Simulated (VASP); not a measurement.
## AlN: G0W0 quasiparticle levels with PBE

AlN:

```
CELL_PARAMETERS angstrom
0.00000 2.11981 1.95127
2.11981 0.00000 1.95127
2.11981 2.11981 0.00000
ATOMIC_POSITIONS crystal
Al 0.00000 0.00000 0.00000
N 0.50000 0.50000 0.50000
```

```json
{"Program": "VASP 6.6.1", "Task": "G0W0 quasiparticle levels", "Functional": "PBE", "Potentials or basis": "VASP PAW PBE potentials, release 64 (Al_GW, N_GW)", "Cutoff": "500 eV", "k mesh": "6 × 6 × 6", "Occupations": "gaussian, width 0.01 eV", "Spin": "no spin polarisation", "Dipole correction": "no", "GW scheme": "G0W0", "GW iterations": "1", "Cutoff of the response function": "150", "Frequency points": "96", "Empty bands": "73", "Further INCAR settings": "ALGO = EVGW0; EDIFF = 1e-08; NBANDS = 77"}
```

```json
{"Quasiparticle gap": "4.93 eV", "Least direct quasiparticle gap": "6.14 eV", "Band gap of the starting levels on the mesh": "3.53 eV", "Least direct gap of the starting levels on the mesh": "4.57 eV"}
```

Wall time 4.4 min on 1 thread of Intel(R) Xeon(R) Platinum 8488C (Sapphire Rapids) (shared host), peak memory 0.37 GiB.

Caveat: the k points lie up to 0.44 Å⁻¹ apart; bands, screening cutoff and mesh are small and nothing is extrapolated, so the quasiparticle values aren't converged; the structure was generated, so it needn't be the stable form of AlN.
